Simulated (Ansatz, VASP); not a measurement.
## Two plane-wave programs on Sc3B2Sb

The input INCAR:

```
PREC = Accurate ; ENCUT = 600
EDIFF = 1E-6 ; ISMEAR = 0
SIGMA = 0.1 ; LREAL = False
LASPH = True ; NELM = 80
ALGO = Normal ; ISIF = 3
LWAVE = False ; LCHARG = False
GGA = PE ; IBRION = 2
NSW = 90 ; EDIFFG = -0.04
```

KPOINTS

```
regular mesh
0
Gamma
  3 3 4
```

Contents of POSCAR:

```
Sc3B2Sb
1.0
    5.8527582500      0.0000000000      0.0000000000
   -2.9263791200      5.0686373200      0.0000000000
    0.0000000000      0.0000000000      4.0827606600
Sc B Sb
3 2 1
Direct
    0.4671821400      0.5328178600      0.0000000000
    0.4671821400      0.9343642700      0.0000000000
    0.0656357300      0.5328178600      0.0000000000
    0.6666666700      0.3333333300      0.0000000000
    0.6666666700      0.3333333300      0.5000000000
    0.0000000000      0.0000000000      0.0000000000
```

Input for Ansatz:

```yaml
crystal:
  lattice:
    - [5.85275825, 0.0, 0.0]
    - [-2.92637912, 5.06863732, 0.0]
    - [0.0, 0.0, 4.08276066]
  atoms:
    - { symbol: Sc, position: [0.46718214, 0.53281786, 0.0] }
    - { symbol: Sc, position: [0.46718214, 0.93436427, 0.0] }
    - { symbol: Sc, position: [0.06563573, 0.53281786, 0.0] }
    - { symbol: B, position: [0.66666667, 0.33333333, 0.0] }
    - { symbol: B, position: [0.66666667, 0.33333333, 0.5] }
    - { symbol: Sb, position: [0.0, 0.0, 0.0] }
basis:
  ecutwfc: 420
kpoints:
  mp_grid: { grid: [3, 3, 4] }
hamiltonian:
  xc: pbe
scf:
  occupations: { method: gaussian, width: 0.1 }
  lower_state_search: "off"
output:
  forces: true
  stress: true
  eigenvalues: true
relax:
  adjacent_minimum: "off"
  f_tol: 0.04
  max_steps: 70
  cell: { stress_tol: 0.4 }
```

Alike in both runs: task relaxation of cell and atoms; functional PBE; k mesh 3 × 3 × 4; occupations gaussian, width 0.1 eV; no spin polarisation.

|  | VASP | Ansatz |
| --- | --- | --- |
| version | VASP 6.6.1 | Ansatz 0.2.0 |
| potentials or method | VASP PAW PBE potentials, release 64 (Sc_sv, B, Sb), cutoff 600 eV | scalar-relativistic, plane waves, PAW |
| valence electrons in the cell | 44 | 54 |

VASP gave:

```
gap on the k mesh at the Fermi level, each at its own relaxed structure (eV) : none
relaxed volume (Å³/atom)                                                     : 21.05
relaxed length of the cell vector where the two differ most in proportion (Å)              : 6.763
```

Task: What did Ansatz give for the same quantities?

Result: gap on the k mesh at the Fermi level, each at its own relaxed structure (eV): none; relaxed volume (Å³/atom): 21.02; relaxed length of the cell vector where the two differ most in proportion (Å): 6.759.

A gap of «none» marks a metal or a gap that the smearing closes. VASP's potentials hold 44 valence electrons a cell and Ansatz's 54, so a difference there can come from the potentials and not from the codes.

The k mesh is coarse, so the values compare programs but aren't converged. Neither program's run includes spin-orbit coupling.
